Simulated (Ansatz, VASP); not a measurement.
**GaP in VASP and in Ansatz**

File INCAR:

```
SYSTEM = GaP
PREC = Accurate
ENCUT = 500
EDIFF = 1E-6
ISMEAR = 0
SIGMA = 0.02
LREAL = .FALSE.
LASPH = .TRUE.
NELM = 120
ALGO = Normal
ISIF = 2
LWAVE = .FALSE.
LCHARG = .TRUE.
LELF = .TRUE.
LVHAR = .TRUE.
NBANDS = 16
GGA_COMPAT = .FALSE.
```

File KPOINTS:

```
Automatic mesh
0
G
  8 8 8
  0 0 0
```

Contents of POSCAR:

```
GaP
1.0
    0.0000000000      2.6122253770      2.6122253770
    2.6122253770      0.0000000000      2.6122253770
    2.6122253770      2.6122253770      0.0000000000
Ga P
1 1
Direct
    0.0000000000      0.0000000000      0.0000000000
    0.2500000000      0.2500000000      0.2500000000
```

Input for Ansatz:

```yaml
crystal:
  lattice:
    - [0.0, 2.612225377, 2.612225377]
    - [2.612225377, 0.0, 2.612225377]
    - [2.612225377, 2.612225377, 0.0]
  atoms:
    - { symbol: Ga, position: [0.0, 0.0, 0.0] }
    - { symbol: P, position: [0.25, 0.25, 0.25] }
basis:
  ecutwfc: 420
kpoints:
  mp_grid: { grid: [8, 8, 8] }
hamiltonian:
  xc: lda
scf:
  occupations: { method: gaussian, width: 0.02 }
output:
  forces: true
  stress: true
  eigenvalues: true
```

Alike in both runs: task single point; functional LDA; k mesh 8 × 8 × 8; occupations gaussian, width 0.02 eV; no spin polarisation.

|  | VASP | Ansatz |
| --- | --- | --- |
| version | VASP 6.6.1 | Ansatz 0.2.0 |
| potentials or method | VASP PAW LDA potentials, release 64 (Ga_d, P), cutoff 500 eV | scalar-relativistic, plane waves, PAW |
| valence electrons in the cell | 18 | 18 |

Ansatz gave:

| Quantity | Value |
| --- | --- |
| gap on the k mesh at the Fermi level (eV) | 1.22 |
| least direct gap on the mesh (eV) | 2.68 |
| pressure (GPa) | 10.5 |

Q: Which values does VASP return?

A: gap on the k mesh at the Fermi level (eV): 1.22; least direct gap on the mesh (eV): 2.71; pressure (GPa): 10.6.

LDA's correlation is that of Perdew and Zunger in VASP and of Perdew and Wang (1992) in Ansatz.
